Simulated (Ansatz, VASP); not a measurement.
Mo2W3 in VASP and in Ansatz

File INCAR:

```
SYSTEM = Mo2W3
  PREC = Accurate
  ENCUT = 520
  EDIFF = 1E-7
  ISMEAR = 0
  SIGMA = 0.2
  LREAL = .FALSE.
  LASPH = .TRUE.
  NELM = 60
  ALGO = Fast
  ISIF = 2
  LWAVE = .FALSE.
  LCHARG = .FALSE.
  GGA = PE
  NBANDS = 81
```

The input KPOINTS:

```
regular mesh
0
G
  8 4 2
  0 0 0
```

File POSCAR:

```
Mo2W3
1.0
    1.5866758000     -2.2461117000      0.0000000000
    4.7600274000      2.2461117000      0.0000000000
    1.5866758000      0.0000000000     11.2261317000
Mo W
4 6
Direct
    0.3998510000      0.3998510000      0.4005960000
    0.8998510000      0.8998510000      0.4005960000
    0.1001490000      0.1001490000      0.5994040000
    0.6001490000      0.6001490000      0.5994040000
    0.3002580000      0.3002580000      0.7989680000
    0.8002580000      0.8002580000      0.7989680000
    0.0000000000      0.0000000000      0.0000000000
    0.5000000000      0.5000000000      0.0000000000
    0.1997420000      0.1997420000      0.2010320000
    0.6997420000      0.6997420000      0.2010320000
```

Input for Ansatz:

```yaml
crystal:
  lattice:
    - [1.5866758, -2.2461117, 0.0]
    - [4.7600274, 2.2461117, 0.0]
    - [1.5866758, 0.0, 11.2261317]
  atoms:
    - { symbol: Mo, position: [0.399851, 0.399851, 0.400596] }
    - { symbol: Mo, position: [0.899851, 0.899851, 0.400596] }
    - { symbol: Mo, position: [0.100149, 0.100149, 0.599404] }
    - { symbol: Mo, position: [0.600149, 0.600149, 0.599404] }
    - { symbol: W, position: [0.300258, 0.300258, 0.798968] }
    - { symbol: W, position: [0.800258, 0.800258, 0.798968] }
    - { symbol: W, position: [0.0, 0.0, 0.0] }
    - { symbol: W, position: [0.5, 0.5, 0.0] }
    - { symbol: W, position: [0.199742, 0.199742, 0.201032] }
    - { symbol: W, position: [0.699742, 0.699742, 0.201032] }
basis:
  ecutwfc: 420
kpoints:
  mp_grid: { grid: [8, 4, 2] }
hamiltonian:
  xc: pbe
scf:
  occupations: { method: gaussian, width: 0.2 }
  lower_state_search: "off"
output:
  forces: true
  stress: true
  eigenvalues: true
```

Alike in both runs: task single point; functional PBE; k mesh 8 × 4 × 2; occupations gaussian, width 0.2 eV; no spin polarisation.

|  | VASP | Ansatz |
| --- | --- | --- |
| version | VASP 6.6.1 | Ansatz 0.2.0 |
| potentials or method | VASP PAW PBE potentials, release 64 (Mo_sv, W_sv), cutoff 520 eV | scalar-relativistic, plane waves, PAW |
| valence electrons in the cell | 140 | 140 |

Ansatz gave:

| Item | Value |
| --- | --- |
| gap on the k mesh at the Fermi level (eV) | none |
| pressure (GPa) | 0.4 |
| traceless stress, the component that is largest in VASP (GPa) | -0.84 |
| rms of the force components (eV/Å) | 0.003 |

**Question.** Which values does VASP return?

**Answer.** gap on the k mesh at the Fermi level (eV): none; pressure (GPa): 0.9; traceless stress, the component that is largest in VASP (GPa): -0.84; rms of the force components (eV/Å): 0.004.

Atom by atom the forces differ by 0.001 eV/Å (rms over components). A gap of «none» marks a metal or a gap that the smearing closes. With one functional, cell and mesh, what is left measures potentials, basis and numerics.

Neither program's run includes spin-orbit coupling.
